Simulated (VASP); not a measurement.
Input of a VASP 6.6.1 run:

File INCAR:

```
ALGO = Normal
EDIFF = 1E-8
ENCUT = 520
GGA = PE
ISIF = 2
ISMEAR = -1
LASPH = True
LCHARG = False
LEFG = True
LREAL = False
LWAVE = False
NBANDS = 12
NELM = 80
PREC = Accurate
SIGMA = 0.05
```

File KPOINTS:

```
k-points
0
Gamma
  16 16 16
```

Contents of POSCAR:

```
Zr
1.0
   -0.0338250000      2.2550000000      2.2550000000
    2.2550000000     -0.0338250000      2.2550000000
    2.2211750000      2.2211750000      0.0000000000
Zr
1
Direct
    0.0000000000      0.0000000000      0.0000000000
```

Potentials or basis: VASP PAW PBE potentials, release 64 (Zr_sv).

Command:

```bash
$ cat potpaw_PBE.64/Zr_sv/POTCAR > POTCAR
$ mpirun -np 1 vasp_std > vasp.out
```

Task: Estimate the pressure.

Result: 1.1 GPa.

Task: Estimate the band gap on the k mesh.

Result: Zero (bands 6 and 7 overlap by 1.26 eV).

Electric field gradients, principal values (V/Å²):
```tsv
atom	least	middle	greatest (by size)
1 Zr	-1.100	-14.584	15.684
```

Caveat: the cell differs from its parent crystal (xy shear strain of -3 %); without QUAD_EFG the Cq values of the log hold for a quadrupole moment of 1 mb, not for the nuclei.
